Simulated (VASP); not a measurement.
Br, 1 atom in the cell. Symmetry: I4/mmm, No. 139, tetragonal system. The conventional cell has a = 2.843 Å, b = 2.843 Å, c = 7.447 Å, α = 90.00°, β = 90.00°, γ = 90.00°. Within 3.7 Å of Br (site symmetry 4/mmm) lie 4 Br at 2.84 Å. 

| Property | Result |
| --- | --- |
| Program | VASP 6.6.1 |
| Task | single point |
| Functional | PBE |
| Dispersion | D3(BJ) |
| Potentials or basis | VASP PAW PBE potentials, release 64 (Br) |
| Cutoff | 520 eV |
| k mesh | 22 × 22 × 22 |
| Occupations | gaussian, width 0.15 eV |
| Spin | no spin polarisation |
| Dipole correction | no |
| Further INCAR settings | ALGO = Fast; EDIFF = 1e-06; NBANDS = 10 |

Potentials or basis: VASP PAW PBE potentials, release 64 (Br).

Command:

```console
$ cat potpaw_PBE.64/Br/POTCAR > POTCAR
$ mpirun -np 1 vasp_std > vasp.out
```

Hardware: 1 thread of Oxide Virtual Turin-like Processor, on a shared host.

Task: Estimate the wall time of this run.

Result: Run time: 8.1 min on 1 thread of Oxide Virtual Turin-like Processor (shared host), peak memory 0.34 GiB. Counts: scf iterations 11, k points 834.
